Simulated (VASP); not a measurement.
Input of a VASP 6.6.1 run:

Contents of INCAR:

```
SYSTEM = KCl
ALGO = Normal
EDIFF = 1E-7
ENCUT = 520
GGA = PS
ISIF = 2
ISMEAR = -1
LASPH = .True.
LCHARG = .True.
LELF = .True.
LREAL = .False.
LVHAR = .True.
LWAVE = .False.
NBANDS = 15
NELM = 100
PREC = Accurate
SIGMA = 0.01
```

KPOINTS

```
k-points
0
Gamma
  7 7 7
  0 0 0
```

File POSCAR:

```
KCl
1.0
    3.5598159191      0.0000000000      0.0000000000
    0.0000000000      3.5598159191      0.0000000000
    0.0000000000      0.0000000000      3.5598159191
K Cl
1 1
Direct
    0.0000000000      0.0000000000      0.0000000000
    0.5000000000      0.5000000000      0.5000000000
```

Potentials or basis: VASP PAW PBE potentials, release 64 (K_sv, Cl).

Run with:

```sh
$ cat potpaw_PBE.64/K_sv/POTCAR potpaw_PBE.64/Cl/POTCAR > POTCAR
$ mpirun -np 1 vasp_std > vasp.out
```

Task: Predict the band gap on the k mesh.

Result: 5.74 eV, indirect (least direct gap 5.95 eV).

Task: Predict the pressure.

Result: 4.7 GPa.

Caveat: the PAW data sets were made with another functional, which shifts forces and pressure a little. A k mesh can miss the band edges.
